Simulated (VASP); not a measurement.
A run of VASP 6.6.1:

File INCAR:

```
  PREC = Accurate
  ENCUT = 600
  EDIFF = 1E-6
  ISMEAR = 0
  SIGMA = 0.1
  LREAL = False
  LASPH = True
  NELM = 120
  ALGO = Normal
  ISIF = 2
  LWAVE = False
  LCHARG = False
  GGA = PE
  NBANDS = 44
  GGA_COMPAT = False
```

KPOINTS

```
Automatic mesh
0
Gamma
  6 6 4
```

The input POSCAR:

```
GeSb3O2
1.0
    6.1715662668     -0.0000000034      0.0000000000
   -3.0857831305      5.3447331699      0.0000000000
    0.0000000000      0.0000000000      5.2366515356
Ge Sb O
1 3 2
Direct
    0.0000000000      0.0000000000      0.0000000000
    0.5000000000      0.0000000000      0.5000000000
    0.0000000000      0.5000000000      0.5000000000
    0.5000000000      0.5000000000      0.5000000000
    0.0000000000      0.0000000000      0.3629839756
    0.0000000000      0.0000000000      0.6370160244
```

Potentials or basis: VASP PAW PBE potentials, release 64 (Ge_d, Sb_d_GW, O).

Run with:

```sh
$ cat potpaw_PBE.64/Ge_d/POTCAR potpaw_PBE.64/Sb_d_GW/POTCAR potpaw_PBE.64/O/POTCAR > POTCAR
$ mpirun -np 1 vasp_std > vasp.out
```

Hardware: 1 thread of Intel(R) Xeon(R) 6975P-C (Granite Rapids), on a shared host.

Task: How long does it take, and how much memory?

Result: Run time: 3 min on 1 thread of Intel(R) Xeon(R) 6975P-C (Granite Rapids) (shared host), peak memory 0.45 GiB. Counts: scf iterations 14, k points 21.
